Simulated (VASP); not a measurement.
# Cr (Fm-3m) in VASP: notebook

The runs below take Cr through single point, with PBE.

All numbers are computed with VASP 6.6.1; they aren't measurements. Logs are shortened: lines on timing, memory, paths and dates and some standing lists are left out, and cuts for length are marked.

## (1) The cell of the first run

Symmetry: Fm-3m, No. 225, cubic system. Conventional cell: a = 3.471 Å, b = 3.471 Å, c = 3.471 Å, α = 90.00°, β = 90.00°, γ = 90.00°. Cr (site symmetry m-3m) has 12 Cr at 2.45 Å within 3.2 Å.

## (2) Single point, PBE, collinear spin, ferromagnetic start (volume scaled by 0.88)

INCAR reads:

```
PREC     = Accurate       # precision mode
ENCUT    = 520            # plane-wave cutoff, eV
EDIFF    = 1E-7           # SCF threshold, eV
ISMEAR   = -1             # smearing method
SIGMA    = 0.05           # smearing width, eV
LREAL    = False          # projectors in reciprocal space
LASPH    = True           # aspherical terms in the spheres
NELM     = 150            # most SCF steps
ALGO     = Normal         # electronic algorithm
ISIF     = 2              # what is computed and relaxed
LWAVE    = False          # write WAVECAR
LCHARG   = False          # write CHGCAR
ISPIN    = 2              # spin polarisation
MAGMOM   = 1.5            # initial moments
LORBIT   = 11             # projections on sites
LMAXMIX  = 4              # l up to which the mixer works
GGA      = PE             # functional
NBANDS   = 16             # bands
```

KPOINTS reads:

```
Automatic mesh
0
Gamma
  17 17 17
```

POSCAR reads:

```
Cr
1.0
    0.0000000000      1.7356539468      1.7356539468
    1.7356539468      0.0000000000      1.7356539468
    1.7356539468      1.7356539468      0.0000000000
Cr
1
Direct
    0.0000000000      0.0000000000      0.0000000000
```

Potentials or basis: VASP PAW PBE potentials, release 64 (Cr_pv).

Started as:

```console
$ cat potpaw_PBE.64/Cr_pv/POTCAR > POTCAR
$ mpirun -np 1 vasp_std > vasp.out
```

OUTCAR:

```text
PREC = Accurate
   ENCUT = 520
   EDIFF = 1E-7
   ISMEAR = -1
   LREAL = False
   LASPH = True
   NELM = 150
   ISIF = 2
   ISPIN = 2
   LORBIT = 11
   GGA = PE

 ion  position               nearest neighbor table
   1  0.000  0.000  0.000-

  LATTYP: Found a face centered cubic cell.
 ALAT       =     3.4713078936

  Lattice vectors:

 A1 = (   0.0000000000,   1.7356539468,   1.7356539468)
 A2 = (   1.7356539468,   0.0000000000,   1.7356539468)
 A3 = (   1.7356539468,   1.7356539468,   0.0000000000)

Analysis of symmetry for initial positions (statically):
=====================================================================
 Subroutine PRICEL returns:
 Original cell was already a primitive cell.

 Routine SETGRP: Setting up the symmetry group for a
 face centered cubic supercell.

 Subroutine GETGRP returns: Found 48 space group operations
[... 9 lines left out ...]

 Routine SETGRP: Setting up the symmetry group for a
 face centered cubic supercell.

 Subroutine GETGRP returns: Found 48 space group operations
 (whereof 48 operations were pure point group operations)
 out of a pool of 48 trial point group operations.

The dynamic configuration has the point symmetry O_h .

Analysis of structural, dynamic, and magnetic symmetry:
=====================================================================
 Subroutine PRICEL returns:
 Original cell was already a primitive cell.

 Routine SETGRP: Setting up the symmetry group for a
 face centered cubic supercell.

 Subroutine GETGRP returns: Found 48 space group operations
 (whereof 48 operations were pure point group operations)
 out of a pool of 48 trial point group operations.

The overall configuration has the point symmetry O_h .

 Subroutine INISYM returns: Found 48 space group operations
[... 5 lines left out ...]
                                     Primitive cell

  volume of cell :      10.4573

  direct lattice vectors                    reciprocal lattice vectors
     0.000000000  1.735653947  1.735653947    -0.288075858  0.288075858  0.288075858
     1.735653947  0.000000000  1.735653947     0.288075858 -0.288075858  0.288075858
     1.735653947  1.735653947  0.000000000     0.288075858  0.288075858 -0.288075858

  length of vectors
     2.454585351  2.454585351  2.454585351     0.498962023  0.498962023  0.498962023

  position of ions in fractional coordinates (direct lattice)
     0.000000000  0.000000000  0.000000000

  ion indices of the primitive-cell ions
   primitive index   ion index
                 1           1

----------------------------------------------------------------------------------------

 KPOINTS: Automatic mesh

Automatic generation of k-mesh.
 Grid dimensions read from file:
 generate k-points for:   17   17   17

 Generating k-lattice:

  Cartesian coordinates                     Fractional coordinates (reciprocal lattice)
    -0.016945639  0.016945639  0.016945639     0.058823529  0.000000000  0.000000000
     0.016945639 -0.016945639  0.016945639     0.000000000  0.058823529  0.000000000
     0.016945639  0.016945639 -0.016945639     0.000000000  0.000000000  0.058823529

  Length of vectors
     0.029350707  0.029350707  0.029350707

  Shift w.r.t. Gamma in fractional coordinates (k-lattice)
     0.000000000  0.000000000  0.000000000

 Subroutine IBZKPT returns following result:
 ===========================================

 Found    165 irreducible k-points:

 Following reciprocal coordinates:
            Coordinates               Weight
  0.000000  0.000000  0.000000      1.000000
  0.058824  0.000000  0.000000      8.000000
  0.117647  0.000000  0.000000      8.000000
  0.176471  0.000000  0.000000      8.000000
  0.235294  0.000000  0.000000      8.000000
  0.294118  0.000000  0.000000      8.000000
[... 16 lines left out ...]
 -0.176471  0.058824  0.000000     24.000000
 -0.117647  0.058824  0.000000     24.000000
 [... further k-points ...]
   k-points           NKPTS =    165   k-points in BZ     NKDIM =    165   number of bands    NBANDS=     16
   number of dos      NEDOS =    301   number of ions     NIONS =      1
   total plane-waves  NPLWV =   5832
   dimension x,y,z NGX =    18 NGY =   18 NGZ =   18
   dimension x,y,z NGXF=    36 NGYF=   36 NGZF=   36
   ions per type =               1
   NGX,Y,Z   is equivalent  to a cutoff of  12.19, 12.19, 12.19 a.u.
   NGXF,Y,Z  is equivalent  to a cutoff of  24.38, 24.38, 24.38 a.u.
 SYSTEM =  unknown system
   PREC   = accura    normal or accurate (medium, high low for compatibility)
   ISTART =      0    job   : 0-new  1-cont  2-samecut
   ICHARG =      2    charge: 1-file 2-atom 10-const
   ISPIN  =      2    spin polarized calculation?
   LNONCOLLINEAR =      F non collinear calculations
   LSORBIT =      F    spin-orbit coupling
   LASPH  =      T    aspherical Exc in radial PAW
   ENCUT  =  520.0 eV  38.22 Ry    6.18 a.u.   4.56  4.56  4.56*2*pi/ulx,y,z
   NELM   =    150;   NELMIN=  2; NELMDL= -5     # of ELM steps
[... 24 lines left out ...]
   LORBIT       =     11    0 simple, 1 ext, 2 COOP (PROOUT), +10 PAW based schemes
   GGA     = PE    functional components
   LHFCALC =     F    Hartree Fock is set to
   AEXX    =    0.0000 exact exchange contribution
   IVDW    =     0    specifies the selected vdW correction
   LEPSILON=     F    determine dielectric tensor
   LRPA    =     F    only Hartree local field effects (RPA)
 spin polarized calculation
  energy-cutoff  :      520.00
  volume of cell :       10.46
 maximum number of plane-waves:       295
   NGX =  9   NGY =  9   NGZ =  9

 number of electron      11.9999999 magnetization       0.0001590

 number of electron      11.9999999 magnetization      -0.0000111

 Free energy of the ion-electron system (eV)
  ---------------------------------------------------
  ext. energy  EPLUGINS =         0.00000000
  ---------------------------------------------------
  free energy    TOTEN  =        -8.97704491 eV

  energy without entropy =       -8.96429459  energy(sigma->0) =       -8.97066975

 E-fermi :  12.1705     XC(G=0): -14.2428

 val. band max:       12.1676856129   @ k =   0.3529   0.2941   0.0588
 cond. band min:      12.1709310831   @ k =   0.1765   0.1176   0.0000
 fundamental gap:      0.0032454702
 Fermi energy:        12.1704531025

 spin component 1

 k-point     1 :       0.0000    0.0000    0.0000
  band No.  band energies     occupation
      1     -29.9422      1.00000
      2     -29.9422      1.00000
      3     -29.9422      1.00000
      4       4.2761      1.00000
      5      11.6348      0.99998
      6      11.6348      0.99998
[... 8 lines left out ...]
     15      44.5128      0.00000
     16      46.3060      0.00000

 k-point     2 :       0.0588    0.0000    0.0000
  band No.  band energies     occupation
      1     -29.9870      1.00000
      2     -29.9476      1.00000
      3     -29.9476      1.00000
      4       4.4342      1.00000
      5      11.5536      1.00000
      6      11.6905      0.99993
[... 8 lines left out ...]
     15      45.1658      0.00000
     16      46.2384      0.00000
[... 387 lines left out ...]
      5      10.9162      1.00000
      6      12.0076      0.96290
[... 8 lines left out ...]
     15      42.6252      0.00000
     16      45.2482      0.00000

 k-point    24 :      -0.1176    0.0588    0.0000
  band No.  band energies     occupation
      1     -30.1912      1.00000
      2     -30.0037      1.00000
      3     -29.9614      1.00000
      4       5.2323      1.00000
      5      11.1650      1.00000
      6      11.9375      0.99061
[... 8 lines left out ...]
     15      43.5927      0.00000
     16      46.0367      0.00000

 [... further k-points ...]

 spin component 2

 k-point     1 :       0.0000    0.0000    0.0000
  band No.  band energies     occupation
      1     -29.9422      1.00000
      2     -29.9422      1.00000
      3     -29.9422      1.00000
      4       4.2761      1.00000
      5      11.6348      0.99998
      6      11.6348      0.99998
[... 8 lines left out ...]
     15      44.5128      0.00000
     16      46.3060      0.00000

 k-point     2 :       0.0588    0.0000    0.0000
  band No.  band energies     occupation
      1     -29.9870      1.00000
      2     -29.9476      1.00000
      3     -29.9476      1.00000
      4       4.4342      1.00000
      5      11.5536      1.00000
      6      11.6905      0.99993
[... 8 lines left out ...]
     15      45.1658      0.00000
     16      46.2384      0.00000
[... 387 lines left out ...]
      5      10.9162      1.00000
      6      12.0076      0.96290
[... 8 lines left out ...]
     15      42.6252      0.00000
     16      45.2482      0.00000

 k-point    24 :      -0.1176    0.0588    0.0000
  band No.  band energies     occupation
      1     -30.1912      1.00000
      2     -30.0037      1.00000
      3     -29.9614      1.00000
      4       5.2323      1.00000
      5      11.1650      1.00000
      6      11.9375      0.99061
[... 8 lines left out ...]
     15      43.5927      0.00000
     16      46.0368      0.00000

 [... further k-points ...]
[... 5 lines left out ...]
  --------------------------------------------------------------------------------------
  -------------------------------------------------------------------------------------
  Total        2.5413173      2.5413173      2.5413173      0.0000000      0.0000000      0.0000000
  in kB      389.3588534    389.3588534    389.3588534      0.0000000      0.0000000      0.0000000
  external PRESSURE =     389.3588534 kB  Pullay stress =       0.0000000 kB

 VOLUME and BASIS-vectors are now :
 -----------------------------------------------------------------------------
  energy-cutoff  :      520.00
  volume of cell :       10.46
      direct lattice vectors                 reciprocal lattice vectors
     0.000000000  1.735653947  1.735653947    -0.288075858  0.288075858  0.288075858
     1.735653947  0.000000000  1.735653947     0.288075858 -0.288075858  0.288075858
     1.735653947  1.735653947  0.000000000     0.288075858  0.288075858 -0.288075858

 POSITION                                       TOTAL-FORCE (eV/Angst)
 -----------------------------------------------------------------------------------
      0.00000      0.00000      0.00000         0.000000      0.000000      0.000000
 -----------------------------------------------------------------------------------
    total drift:                                0.000000     -0.000000     -0.000000

  FREE ENERGIE OF THE ION-ELECTRON SYSTEM (eV)
  ---------------------------------------------------
  free  energy   TOTEN  =        -8.9770449138 eV

  energy  without entropy=       -8.9642945861  energy(sigma->0) =       -8.97066975

 total charge

# of ion       s       p       d       tot
------------------------------------------
    1        0.491   6.450   4.372  11.312

 magnetization (x)

# of ion       s       p       d       tot
------------------------------------------
    1        0.000  -0.000  -0.000  -0.000
```

It took 30 s on 1 thread of Intel Xeon Platinum 8559C (Emerald Rapids), shared host; peak memory 0.15 GiB.

Results:

| Item | Value |
| --- | --- |
| Free energy | -8.9770 eV |
| Pressure | 38.9 GPa |
| Band gap on the k mesh | zero (filled and empty bands overlap) |
| Net moment | 0.00 μB per cell |
| Valence electrons inside the program's atomic spheres | Cr 11.31 |

Levels at points of the mesh, in eV from the Fermi level:
Spin up:
```
           k point  band 4  band 5  band 6  band 7  band 8  band 9
(0.00, 0.00, 0.00)   -7.89   -0.54   -0.54   -0.54    1.57    1.57
```
Spin down:
| k point | band 2 | band 3 | band 4 | band 5 | band 6 | band 7 | band 8 | band 9 | band 10 | band 11 |
| --- | --- | --- | --- | --- | --- | --- | --- | --- | --- | --- |
| (0.00, 0.00, 0.00) | -42.11 | -42.11 | -7.89 | -0.54 | -0.54 | -0.54 | 1.57 | 1.57 | 7.69 | 20.61 |

Caveat: the cell differs from its parent crystal (volume scaled by 0.88); the starting moments collapsed, and a magnetic state may lie lower.

## (3) Single point, PBE, collinear spin, ferromagnetic start (volume scaled by 0.92)

INCAR is that of step 2.

KPOINTS is that of step 2.

POSCAR reads:

```
Cr
1.0
    0.0000000000      1.7615630494      1.7615630494
    1.7615630494      0.0000000000      1.7615630494
    1.7615630494      1.7615630494      0.0000000000
Cr
1
Direct
    0.0000000000      0.0000000000      0.0000000000
```

Potentials or basis: VASP PAW PBE potentials, release 64 (Cr_pv).

Started as:

```console
$ cat potpaw_PBE.64/Cr_pv/POTCAR > POTCAR
$ mpirun -np 1 vasp_std > vasp.out
```

Run time: 35 s. Hardware: 1 thread of Intel Xeon Platinum 8559C (Emerald Rapids), shared host; peak memory 0.16 GiB.

It converged, with:

```yaml
Free_energy: -9.0682 eV
Pressure: 22.9 GPa
Band_gap_on_the_k_mesh: zero (filled and empty bands overlap)
Net_moment: 0.00 μB per cell
Valence_electrons_inside_the_program's_atomic_spheres: Cr 11.20
```

Levels at points of the mesh, in eV from the Fermi level:
Spin up:
```
           k point  band 2  band 3  band 4  band 5  band 6  band 7  band 8  band 9  band 10  band 11
(0.00, 0.00, 0.00)  -42.21  -42.21   -7.77   -0.49   -0.49   -0.49    1.49    1.49     7.63    20.33
```
Spin down:
| k point | band 2 | band 3 | band 4 | band 5 | band 6 | band 7 | band 8 | band 9 | band 10 | band 11 |
| --- | --- | --- | --- | --- | --- | --- | --- | --- | --- | --- |
| (0.00, 0.00, 0.00) | -42.21 | -42.21 | -7.77 | -0.49 | -0.49 | -0.49 | 1.49 | 1.49 | 7.63 | 20.33 |

Caveat: the cell differs from its parent crystal (volume scaled by 0.92); the starting moments collapsed, and a magnetic state may lie lower.

## (4) Single point, PBE, collinear spin, ferromagnetic start (volume scaled by 0.96)

INCAR reads:

```
PREC = Accurate
ENCUT = 520
EDIFF = 1E-6
ISMEAR = -1
SIGMA = 0.05
LREAL = False
LASPH = True
NELM = 150
ALGO = Normal
ISIF = 2
LWAVE = False
LCHARG = False
ISPIN = 2
MAGMOM = 1.5
LORBIT = 11
LMAXMIX = 4
GGA = PE
NBANDS = 16
```

KPOINTS reads:

```
regular mesh
0
Gamma
  17 17 17
```

POSCAR reads:

```
Cr
1.0
    0.0000000000      1.7867316362      1.7867316362
    1.7867316362      0.0000000000      1.7867316362
    1.7867316362      1.7867316362      0.0000000000
Cr
1
Direct
    0.0000000000      0.0000000000      0.0000000000
```

Started as:

```console
$ cat potpaw_PBE.64/Cr_pv/POTCAR > POTCAR
$ mpirun -np 1 vasp_std > vasp.out
```

It took 33 s on 1 thread of Intel Xeon Platinum 8559C (Emerald Rapids), shared host; peak memory 0.16 GiB.

It converged, with:

| Quantity | Value |
| --- | --- |
| Free energy | -9.1166 eV |
| Pressure | 9.3 GPa |
| Band gap on the k mesh | zero (filled and empty bands overlap) |
| Net moment | 0.00 μB per cell |
| Valence electrons inside the program's atomic spheres | Cr 11.10 |

Levels at points of the mesh, in eV from the Fermi level:
Spin up:
```tsv
k point	band 3	band 4	band 5	band 6	band 7	band 8	band 9	band 10
(0.00, 0.00, 0.00)	-42.30	-7.64	-0.46	-0.46	-0.46	1.40	1.40	7.57
```
Spin down:
```tsv
k point	band 2	band 3	band 4	band 5	band 6	band 7	band 8	band 9	band 10	band 11
(0.00, 0.00, 0.00)	-42.29	-42.29	-7.64	-0.46	-0.46	-0.46	1.41	1.41	7.57	20.06
```

Caveat: the cell differs from its parent crystal (volume scaled by 0.96); the starting moments collapsed, and a magnetic state may lie lower.

## (5) Single point, PBE, collinear spin, ferromagnetic start

This run uses another cell than the first one, of 11.88 Å³/atom, 1.136 times its volume.

INCAR reads:

```
SYSTEM = Cr
PREC     = Accurate       ! precision mode
ENCUT    = 520            ! plane-wave cutoff, eV
EDIFF    = 1E-6           ! SCF threshold, eV
ISMEAR   = -1             ! smearing method
SIGMA    = 0.05           ! smearing width, eV
LREAL    = .FALSE.        ! projectors in reciprocal space
LASPH    = .TRUE.         ! aspherical terms in the spheres
NELM     = 150            ! most SCF steps
ALGO     = Normal         ! electronic algorithm
ISIF     = 2              ! what is computed and relaxed
LWAVE    = .FALSE.        ! write WAVECAR
LCHARG   = .FALSE.        ! write CHGCAR
ISPIN    = 2              ! spin polarisation
MAGMOM   = 1.5            ! initial moments
LORBIT   = 11             ! projections on sites
LMAXMIX  = 4              ! l up to which the mixer works
GGA      = PE             ! functional
NBANDS   = 16             ! bands
```

KPOINTS reads:

```
Automatic mesh
0
G
  17 17 17
  0 0 0
```

POSCAR reads:

```
Cr
1.0
    0.0000000000      1.8112104539      1.8112104539
    1.8112104539      0.0000000000      1.8112104539
    1.8112104539      1.8112104539      0.0000000000
Cr
1
Direct
    0.0000000000      0.0000000000      0.0000000000
```

Started as:

```console
$ cat potpaw_PBE.64/Cr_pv/POTCAR > POTCAR
$ mpirun -np 1 vasp_std > vasp.out
```

It took 35 s on 1 thread of Intel Xeon Platinum 8559C (Emerald Rapids), shared host; peak memory 0.16 GiB.

Results (log left out):

```yaml
Free_energy: -9.1302 eV
Pressure: -0.5 GPa
Band_gap_on_the_k_mesh: zero (filled and empty bands overlap)
Net_moment: 0.00 μB per cell
Valence_electrons_inside_the_program's_atomic_spheres: Cr 11.01
```

Levels at points of the mesh, in eV from the Fermi level:
Spin up:
| k point | band 2 | band 3 | band 4 | band 5 | band 6 | band 7 | band 8 | band 9 | band 10 | band 11 |
| --- | --- | --- | --- | --- | --- | --- | --- | --- | --- | --- |
| (0.00, 0.00, 0.00) | -42.37 | -42.37 | -7.50 | -0.43 | -0.43 | -0.43 | 1.33 | 1.33 | 7.52 | 19.80 |
Spin down:
```tsv
k point	band 4	band 5	band 6	band 7	band 8	band 9
(0.00, 0.00, 0.00)	-7.50	-0.43	-0.43	-0.43	1.33	1.33
```

Caveat: the starting moments collapsed, and a magnetic state may lie lower.

## (6) Single point, PBE, collinear spin, ferromagnetic start (volume scaled by 1.04)

INCAR reads:

```
ALGO     = Normal         # electronic algorithm
EDIFF    = 1E-6           # SCF threshold, eV
ENCUT    = 520            # plane-wave cutoff, eV
GGA      = PE             # functional
ISIF     = 2              # what is computed and relaxed
ISMEAR   = -1             # smearing method
ISPIN    = 2              # spin polarisation
LASPH    = T              # aspherical terms in the spheres
LCHARG   = T              # write CHGCAR
LELF     = T              # ELF
LMAXMIX  = 4              # l up to which the mixer works
LORBIT   = 11             # projections on sites
LREAL    = F              # projectors in reciprocal space
LVHAR    = T            
LWAVE    = F              # write WAVECAR
MAGMOM   = 1.5            # initial moments
NBANDS   = 16             # bands
NELM     = 150            # most SCF steps
PREC     = Accurate       # precision mode
SIGMA    = 0.05           # smearing width, eV
```

KPOINTS reads:

```
k-points
0
Gamma
  17 17 17
```

POSCAR reads:

```
Cr
1.0
    0.0000000000      1.8350449036      1.8350449036
    1.8350449036      0.0000000000      1.8350449036
    1.8350449036      1.8350449036      0.0000000000
Cr
1
Direct
    0.0000000000      0.0000000000      0.0000000000
```

Potentials or basis: VASP PAW PBE potentials, release 64 (Cr_pv).

Started as:

```console
$ cat potpaw_PBE.64/Cr_pv/POTCAR > POTCAR
$ mpirun -np 1 vasp_std > vasp.out
```

Wall time 37 s (1 thread of Intel Xeon Platinum 8559C (Emerald Rapids), shared host); peak memory 0.16 GiB.

The run converged. Its results:

| Item | Value |
| --- | --- |
| Free energy | -9.1158 eV |
| Pressure | -9.0 GPa |
| Band gap on the k mesh | zero (filled and empty bands overlap) |
| Net moment | 0.00 μB per cell |
| Valence electrons inside the program's atomic spheres | Cr 10.93 |

Levels at points of the mesh, in eV from the Fermi level:
Spin up:
| k point | band 3 | band 4 | band 5 | band 6 | band 7 | band 8 | band 9 | band 10 |
| --- | --- | --- | --- | --- | --- | --- | --- | --- |
| (0.00, 0.00, 0.00) | -42.44 | -7.37 | -0.40 | -0.40 | -0.40 | 1.26 | 1.26 | 7.48 |
Spin down:
```
           k point  band 2  band 3  band 4  band 5  band 6  band 7  band 8  band 9  band 10  band 11
(0.00, 0.00, 0.00)  -42.44  -42.44   -7.37   -0.40   -0.40   -0.40    1.26    1.26     7.48    19.54
```

Caveat: the cell differs from its parent crystal (volume scaled by 1.04); the starting moments collapsed, and a magnetic state may lie lower.
